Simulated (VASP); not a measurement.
Ag:

```xyz
1
Lattice="-1.6200 1.6200 1.6200 1.6200 -1.6200 1.6200 1.6200 1.6200 -1.6200" Properties=species:S:1:pos:R:3 pbc="T T T"
Ag    0.0000    0.0000    0.0000
```

This isn't the form of Ag at room conditions, which is fcc.

| Quantity | Value |
| --- | --- |
| Program | VASP 6.6.1 |
| Task | relaxation of cell and atoms |
| Functional | PBE |
| Potentials or basis | VASP PAW PBE potentials, release 64 (Ag) |
| Cutoff | 500 eV |
| k mesh | 11 × 11 × 11 |
| Occupations | gaussian, width 0.05 eV |
| Spin | no spin polarisation |

At the start: pressure 5.8 GPa; volume 17.01 Å³/atom.

Problem. How do energy, volume and symmetry change on relaxing?

Solution. Over 3 steps the energy falls by 16.6 meV/atom and the volume is 17.98 Å³/atom (+5.7 %); space group Im-3m (No. 229, to 0.1 Å) before and after.

The path:
```tsv
step	energy change (eV)	largest force (eV/Å)	pressure (GPa)	volume (Å³)
1	0.0000	0.0000	5.82	17.01
2	-0.0116	0.0000	-2.62	18.57
3	-0.0166	0.0000	0.01	17.98
```

Final structure:
```
CELL_PARAMETERS angstrom
-1.65039 1.65039 1.65039
1.65039 -1.65039 1.65039
1.65039 1.65039 -1.65039
ATOMIC_POSITIONS crystal
Ag 0.00000 0.00000 0.00000
```
